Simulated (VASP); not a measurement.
Here is a VASP 6.6.1 calculation.

The input INCAR:

```
SYSTEM = AlAs
  PREC = Accurate
  ENCUT = 500
  EDIFF = 1E-6
  ISMEAR = 0
  SIGMA = 0.02
  LREAL = .False.
  LASPH = .True.
  NELM = 120
  ALGO = Normal
  ISIF = 2
  LWAVE = .False.
  LCHARG = .False.
  GGA = PE
  IVDW = 12
  NBANDS = 11
  GGA_COMPAT = .False.
```

File KPOINTS:

```
regular mesh
0
Gamma
  8 8 8
  0 0 0
```

The input POSCAR:

```
AlAs
1.0
    0.0000000000      2.8321860578      2.8321860578
    2.8321860578      0.0000000000      2.8321860578
    2.8321860578      2.8321860578      0.0000000000
Al As
1 1
Direct
    0.0000000000      0.0000000000      0.0000000000
    0.2500000000      0.2500000000      0.2500000000
```

Potentials or basis: VASP PAW PBE potentials, release 64 (Al, As).

Command:

```bash
$ cat potpaw_PBE.64/Al/POTCAR potpaw_PBE.64/As/POTCAR > POTCAR
$ mpirun -np 1 vasp_std > vasp.out
```

(1) Estimate the dispersion energy per atom.

(2) Estimate the band gap on the k mesh.

(3) What does it give for the pressure?

## Answers

(1) -0.317 eV.

(2) 1.44 eV, indirect (least direct gap 2.05 eV).

(3) 0.2 GPa.
